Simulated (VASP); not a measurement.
A run of VASP 6.6.1 is set up as follows.

INCAR

```
PREC     = Accurate       # precision mode
ENCUT    = 600            # plane-wave cutoff, eV
EDIFF    = 1E-7           # SCF threshold, eV
ISMEAR   = -1             # smearing method
SIGMA    = 0.05           # smearing width, eV
LREAL    = False          # projectors in reciprocal space
LASPH    = True           # aspherical terms in the spheres
NELM     = 60             # most SCF steps
ALGO     = Normal         # electronic algorithm
ISIF     = 3              # what is computed and relaxed
LWAVE    = False          # write WAVECAR
LCHARG   = False          # write CHGCAR
GGA      = RE             # functional
IBRION   = 2              # ionic algorithm
NSW      = 80             # ionic steps
EDIFFG   = -0.01          # ionic threshold
```

Contents of KPOINTS:

```
Automatic mesh
0
Gamma
  8 8 8
```

Contents of POSCAR:

```
Ca
1.0
   -2.2400000000      2.2400000000      2.2400000000
    2.2400000000     -2.2400000000      2.2400000000
    2.2400000000      2.2400000000     -2.2400000000
Ca
1
Direct
    0.0000000000      0.0000000000      0.0000000000
```

Potentials or basis: VASP PAW PBE potentials, release 64 (Ca_sv).

The run is started by

```sh
$ cat potpaw_PBE.64/Ca_sv/POTCAR > POTCAR
$ mpirun -np 1 vasp_std > vasp.out
```

Task: What does it give for the relaxed cell?

Result: a = 3.855 Å, b = 3.855 Å, c = 3.855 Å, α = 109.47°, β = 109.47°, γ = 109.47°.

Task: Predict the band gap on the k mesh.

Result: Zero (band 5 reaches 2.26 eV, above the bottom of band 6 at 1.84 eV).

Task: Estimate the relaxed volume.

Result: 44.09 Å³/atom.

Task: What does it give for the space group after relaxing (to 0.05 Å)?

Result: Im-3m (No. 229).

Step by step:
```tsv
step	energy change (eV)	largest force (eV/Å)	pressure (GPa)	volume (Å³)
1	0.0000	0.0000	-0.31	44.96
2	-0.0007	0.0000	-0.11	44.40
3	-0.0009	0.0000	0.00	44.09
```

Caveat: the PAW data sets were made with another functional, which shifts forces and pressure a little.
